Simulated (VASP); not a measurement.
# Al (Fm-3m) in VASP: settings compared

Al is run at these levels: LDA, RPBE, r2SCAN; tasks: single point.

All numbers are computed with VASP 6.6.1; they aren't measurements. Logs are shortened: lines on timing, memory, paths and dates and some standing lists are left out, and cuts for length are marked.

### Step 1. The cell of the first run

Symmetry: Fm-3m, No. 225, cubic system. The conventional cell has a = 4.050 Å, b = 4.050 Å, c = 4.050 Å, α = 90.00°, β = 90.00°, γ = 90.00°. Al (site symmetry m-3m) has 12 Al at 2.86 Å within 3.8 Å.

### Step 2. Single point, LDA

INCAR

```
SYSTEM = Al
PREC = Accurate
ENCUT = 520
EDIFF = 1E-6
ISMEAR = 0
SIGMA = 0.1
LREAL = .False.
LASPH = .True.
NELM = 60
ALGO = Normal
ISIF = 2
LWAVE = .False.
LCHARG = .False.
NBANDS = 8
```

KPOINTS

```
regular mesh
0
Gamma
  14 14 14
  0 0 0
```

POSCAR

```
Al
1.0
    0.0000000000      2.0248050000      2.0248050000
    2.0248050000      0.0000000000      2.0248050000
    2.0248050000      2.0248050000      0.0000000000
Al
1
Direct
    0.0000000000      0.0000000000      0.0000000000
```

Potentials or basis: VASP PAW LDA potentials, release 64 (Al).

Command:

```bash
$ cat potpaw_LDA.64/Al/POTCAR > POTCAR
$ mpirun -np 1 vasp_std > vasp.out
```

OUTCAR:

```text
SYSTEM = Al
   PREC = Accurate
   ENCUT = 520
   EDIFF = 1E-6
   ISMEAR = 0
   LREAL = .False.
   LASPH = .True.
   NELM = 60
   ISIF = 2

 ion  position               nearest neighbor table
   1  0.000  0.000  0.000-

  LATTYP: Found a face centered cubic cell.
 ALAT       =     4.0496100000

  Lattice vectors:

 A1 = (   0.0000000000,   2.0248050000,   2.0248050000)
 A2 = (   2.0248050000,   0.0000000000,   2.0248050000)
 A3 = (   2.0248050000,   2.0248050000,   0.0000000000)

Analysis of symmetry for initial positions (statically):
=====================================================================
 Subroutine PRICEL returns:
 Original cell was already a primitive cell.

 Routine SETGRP: Setting up the symmetry group for a
 face centered cubic supercell.

 Subroutine GETGRP returns: Found 48 space group operations
 (whereof 48 operations were pure point group operations)
 out of a pool of 48 trial point group operations.

The static configuration has the point symmetry O_h .

Analysis of symmetry for dynamics (positions and initial velocities):
=====================================================================
 Subroutine PRICEL returns:
 Original cell was already a primitive cell.

 Routine SETGRP: Setting up the symmetry group for a
 face centered cubic supercell.

 Subroutine GETGRP returns: Found 48 space group operations
 (whereof 48 operations were pure point group operations)
 out of a pool of 48 trial point group operations.

The dynamic configuration has the point symmetry O_h .

 Subroutine INISYM returns: Found 48 space group operations
 (whereof 48 operations are pure point group operations),
 and found     1 'primitive' translations

----------------------------------------------------------------------------------------

                                     Primitive cell

  volume of cell :      16.6027

  direct lattice vectors                    reciprocal lattice vectors
     0.000000000  2.024805000  2.024805000    -0.246937359  0.246937359  0.246937359
     2.024805000  0.000000000  2.024805000     0.246937359 -0.246937359  0.246937359
     2.024805000  2.024805000  0.000000000     0.246937359  0.246937359 -0.246937359

  length of vectors
     2.863506692  2.863506692  2.863506692     0.427708053  0.427708053  0.427708053

  position of ions in fractional coordinates (direct lattice)
     0.000000000  0.000000000  0.000000000

[... 76 lines left out ...]
   LREAL  =      F    real-space projection
   EDIFFG = 0.1E-04   stopping-criterion for IOM
   NSW    =      0    number of steps for IOM
   IBRION =     -1    ionic relax: 0-MD 1-quasi-New 2-CG
   NFREE  =      0    steps in history (QN), initial steepest desc. (CG)
   ISIF   =      2    stress and relaxation
   ISYM   =      2    0-nonsym 1-usesym 2-fastsym
   POTIM  = 0.5000    time-step for ionic-motion
   TEBEG  =    0.0;   TEEND  =   0.0 temperature during run
   PSTRESS=    0.0 pullay stress
   NELECT =       3.0000    total number of electrons
   NUPDOWN=      -1.0000    fix difference up-down
   EMIN   =  10.00;   EMAX   =-10.00  energy-range for DOS
   EFERMI =   0.00;   METHOD = LEGACY
   ISMEAR =     0;   SIGMA  =   0.10  broadening in eV -4-tet -1-fermi 0-gaus
   EFERMI_NEDOS =   21; number of points for ismear=-14 and -15
   IALGO  =     38    algorithm
   IMIX   =      4    mixing-type and parameters
     AMIX     =   0.40;   BMIX     =  1.00
     AMIX_MAG =   1.60;   BMIX_MAG =  1.00
  volume/ion in A,a.u.               =      16.60       112.04
  Fermi-wavevector in a.u.,A,eV,Ry     =   0.925526  1.748991 11.654733  0.856599
  Thomas-Fermi vector in A             =   2.051390
   LORBIT       =      0    0 simple, 1 ext, 2 COOP (PROOUT), +10 PAW based schemes
   GGA     = CA    functional components
   LHFCALC =     F    Hartree Fock is set to
   AEXX    =    0.0000 exact exchange contribution
   IVDW    =     0    specifies the selected vdW correction
   LEPSILON=     F    determine dielectric tensor
   LRPA    =     F    only Hartree local field effects (RPA)
 non-spin polarized calculation
 Gauss-broadening in eV      SIGMA  =   0.10
  energy-cutoff  :      520.00
  volume of cell :       16.60
 maximum number of plane-waves:       459
 NGX is ok and might be reduce to    24
   NGX = 11   NGY = 11   NGZ = 11

 number of electron       3.0000000 magnetization

 Free energy of the ion-electron system (eV)
  ---------------------------------------------------
  ext. energy  EPLUGINS =         0.00000000
  ---------------------------------------------------
  free energy    TOTEN  =        -4.17501828 eV

  energy without entropy =       -4.17222508  energy(sigma->0) =       -4.17362168

 E-fermi :   7.6981     XC(G=0): -10.3214

 val. band max:        7.6433634384   @ k =  -0.2857   0.5000   0.2143
 cond. band min:       7.7083430351   @ k =  -0.3571   0.4286   0.2143
 fundamental gap:      0.0649795967
 Fermi energy:         7.6980564609

 k-point     1 :       0.0000    0.0000    0.0000
  band No.  band energies     occupation
      1      -3.3311      2.00000
      2      20.2636      0.00000
      3      20.2636      0.00000
      4      20.2636      0.00000
      5      21.5351      0.00000
      6      21.5351      0.00000
      7      21.5351      0.00000
      8      24.2942      0.00000
[... 243 lines left out ...]
 k-point    24 :       0.2857    0.1429    0.0000
  band No.  band energies     occupation
      1      -1.3238      2.00000
      2      11.9761      0.00000
      3      16.0396      0.00000
      4      17.6478      0.00000
      5      17.9562      0.00000
      6      21.8008      0.00000
      7      25.6628      0.00000
      8      26.2495      0.00000

 [... further k-points ...]

------------------------ aborting loop because EDIFF is reached ----------------------------------------

  FORCE on cell =-STRESS in cart. coord.  units (eV):
  Direction    XX          YY          ZZ          XY          YZ          ZX
  --------------------------------------------------------------------------------------
  -------------------------------------------------------------------------------------
  Total       -0.3999174     -0.3999174     -0.3999174      0.0000000      0.0000000     -0.0000000
  in kB      -38.5923588    -38.5923588    -38.5923588      0.0000000      0.0000000     -0.0000000
  external PRESSURE =     -38.5923588 kB  Pullay stress =       0.0000000 kB

 VOLUME and BASIS-vectors are now :
 -----------------------------------------------------------------------------
  energy-cutoff  :      520.00
  volume of cell :       16.60
      direct lattice vectors                 reciprocal lattice vectors
     0.000000000  2.024805000  2.024805000    -0.246937359  0.246937359  0.246937359
     2.024805000  0.000000000  2.024805000     0.246937359 -0.246937359  0.246937359
     2.024805000  2.024805000  0.000000000     0.246937359  0.246937359 -0.246937359

 POSITION                                       TOTAL-FORCE (eV/Angst)
 -----------------------------------------------------------------------------------
      0.00000      0.00000      0.00000         0.000000      0.000000     -0.000000
 -----------------------------------------------------------------------------------
    total drift:                               -0.000000      0.000000      0.000000

  FREE ENERGIE OF THE ION-ELECTRON SYSTEM (eV)
  ---------------------------------------------------
  free  energy   TOTEN  =        -4.1750182797 eV

  energy  without entropy=       -4.1722250794  energy(sigma->0) =       -4.17362168
```

stdout:

```text
POSCAR found type information on POSCAR Al
 POSCAR found :  1 types and       1 ions
 scaLAPACK will be used
 LDA part: xc-table for (Slater(with rela. corr.)+CA(PZ))
 , standard interpolation
 POSCAR, INCAR and KPOINTS ok, starting setup
 FFT: planning ... GRIDC
 FFT: planning ... GRID_SOFT
 FFT: planning ... GRID
 WAVECAR not read
 entering main loop
```

Wall time 5.7 s (1 thread of Intel Xeon 6975P-C, shared host); peak memory 0.12 GiB.

Results:

```yaml
Free_energy: -4.1750 eV
Pressure: -3.9 GPa
```

### Step 3. Single point, RPBE

INCAR

```
SYSTEM = Al
PREC = Accurate
ENCUT = 520
EDIFF = 1E-7
ISMEAR = 0
SIGMA = 0.1
LREAL = .FALSE.
LASPH = .TRUE.
NELM = 60
ALGO = Normal
ISIF = 2
LWAVE = .FALSE.
LCHARG = .FALSE.
GGA = RP
NBANDS = 8
```

KPOINTS

```
Automatic mesh
0
G
  14 14 14
  0 0 0
```

POSCAR is that of step 2.

Potentials or basis: VASP PAW PBE potentials, release 64 (Al).

Command:

```bash
$ cat potpaw_PBE.64/Al/POTCAR > POTCAR
$ mpirun -np 1 vasp_std > vasp.out
```

It took 8.6 s on 1 thread of Intel Xeon 6975P-C, shared host; peak memory 0.13 GiB.

Results (log left out):

| Quantity | Value |
| --- | --- |
| Free energy | -3.5013 eV |
| Pressure | 0.5 GPa |

Levels at points of the mesh, in eV from the Fermi level:
```csv
k point,band 1,band 2,band 3,band 4
"(0.00, 0.00, 0.00)",-11.06,12.60,12.60,12.60
"(0.50, 0.00, 0.00)",-4.56,-4.32,11.44,11.44
"(0.50, 0.50, 0.00)",-2.89,-1.55,5.24,5.63
```

Caveat: the PAW data sets were made with another functional, which shifts forces and pressure a little.

### Step 4. Single point, r2SCAN

POSCAR is that of step 3.

INCAR.step1

```
ALGO = Normal
EDIFF = 1E-4
ENCUT = 520
GGA = PE
ISMEAR = 0
LASPH = True
LCHARG = False
LREAL = False
LWAVE = True
NBANDS = 8
NELM = 100
PREC = Accurate
SIGMA = 0.1
```

INCAR.step2

```
ALGO = Normal
EDIFF = 1E-6
ENCUT = 520
ISIF = 2
ISMEAR = 0
ISTART = 1
LASPH = True
LCHARG = False
LMIXTAU = True
LREAL = False
LWAVE = False
METAGGA = R2SCAN
NBANDS = 8
NELM = 100
PREC = Accurate
SIGMA = 0.1
```

KPOINTS

```
k-points
0
Gamma
  14 14 14
```

Command:

```bash
$ cat potpaw_PBE.64/Al/POTCAR > POTCAR
$ cp INCAR.step1 INCAR
$ mpirun -np 1 vasp_std > vasp.out
$ cp INCAR.step2 INCAR
$ mpirun -np 1 vasp_std > vasp.out
```

Run time: 29 s. Hardware: 1 thread of Intel Xeon 6975P-C, shared host; peak memory 0.14 GiB.

Results (log left out):

| Quantity | Value |
| --- | --- |
| Free energy | -6.7237 eV |
| Pressure | -4.1 GPa |

Levels at points of the mesh, in eV from the Fermi level:
```tsv
k point	band 1	band 2	band 3	band 4	band 5
(0.00, 0.00, 0.00)	-11.77	13.32	13.32	13.32	15.16
(0.50, 0.00, 0.00)	-4.94	-4.50	12.08	12.08	12.27
(0.50, 0.50, 0.00)	-3.12	-1.62	5.49	6.00	6.00
```

Caveat: the PAW data sets were made with another functional, which shifts forces and pressure a little.

### Step 5. The runs side by side

```csv
level,potentials or basis,gap on the mesh (eV),pressure (GPa)
LDA,"VASP PAW LDA potentials, release 64 (Al)",none,-3.9
RPBE,"VASP PAW PBE potentials, release 64 (Al)",none,0.5
r2SCAN,"VASP PAW PBE potentials, release 64 (Al)",none,-4.1
```

Alike in all rows: task single point; no spin polarisation; cell as given; k mesh 14 × 14 × 14; cutoff (eV) 520; smearing gaussian 0.1 eV.

Caveats: the PAW data sets were made with another functional, which shifts forces and pressure a little (some runs).

Absolute energies hang on the potentials; compare differences alone.
